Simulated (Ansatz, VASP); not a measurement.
## Si4C5 in VASP and in Ansatz

```
C Si
1.0
     3.09201    0.00000    0.00000
    -1.54601    2.67776    0.00000
     0.00000    0.00000   25.23371
C Si
5 4
Cartesian
  0.0000 1.7852 4.0000
  1.5460 0.8926 6.5369
  0.0000 1.7852 9.1041
  1.5460 0.8926 11.6669
  3.0920 0.0000 13.3037
  1.5460 0.8926 4.6298
  0.0000 1.7852 7.1667
  1.5460 0.8926 9.6970
  0.0000 1.7852 12.2337
```

Alike in both runs: task single point; functional PBE; k mesh 9 × 9 × 1; occupations gaussian, width 0.05 eV; collinear spin.

```csv
,VASP,Ansatz
version,VASP 6.6.1,Ansatz 0.2.0
potentials or method,"VASP PAW PBE potentials, release 64 (C, Si), cutoff 520 eV","scalar-relativistic, plane waves, PAW"
valence electrons in the cell,36,36
```

Ansatz gave:

```
gap on the k mesh at the Fermi level (eV)                     : none
rms of the force components (eV/Å)                            : 1.146
net moment per atom (μB)                                      : 0.00
size of the moment on the site where the two differ most (μB) : 0.54
```

**Question.** Estimate VASP's values.

**Answer.** gap on the k mesh at the Fermi level (eV): none; rms of the force components (eV/Å): 1.145; net moment per atom (μB): 0.00; size of the moment on the site where the two differ most (μB): 0.43.

Site moments also hang on the region over which each program counts them. A gap of «none» marks a metal or a gap that the smearing closes. The functional is the same, so the differences come from potentials, cutoffs and numerics. Ansatz's warnings: seeded moment not kept, stability check not made.
